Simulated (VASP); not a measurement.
Input of a VASP 6.6.1 run:

The input INCAR:

```
  ALGO = Normal
  EDIFF = 1E-7
  EDIFFG = -0.01
  ENCUT = 600
  GGA = PE
  IBRION = 2
  ISIF = 4
  ISMEAR = 0
  LASPH = T
  LCHARG = F
  LREAL = F
  LWAVE = F
  NELM = 80
  NSW = 60
  PREC = Accurate
  SIGMA = 0.05
```

The input KPOINTS:

```
k-points
0
Gamma
  10 10 6
```

Contents of POSCAR:

```
ReSb
1.0
    4.4929643225      0.0000000000      0.0000000000
   -2.2464821613      3.8910212416      0.0000000000
    0.0000000000      0.0000000000      5.2087376390
Re Sb
2 2
Direct
    0.0000000000      0.0000000000      0.0000000000
    0.0000000000      0.0000000000      0.5000000000
    0.3333333333      0.6666666667      0.2500000000
    0.6666666667      0.3333333333      0.7500000000
```

Potentials or basis: VASP PAW PBE potentials, release 64 (Re, Sb).

The run is started by

```sh
$ cat potpaw_PBE.64/Re/POTCAR potpaw_PBE.64/Sb/POTCAR > POTCAR
$ mpirun -np 1 vasp_std > vasp.out
```

(1) Estimate the band gap on the k mesh.

Results:

(1) zero (bands 12 and 13 overlap by 0.84 eV).

Caveat: spin-orbit coupling is left out, which moves the levels of the heavy elements.
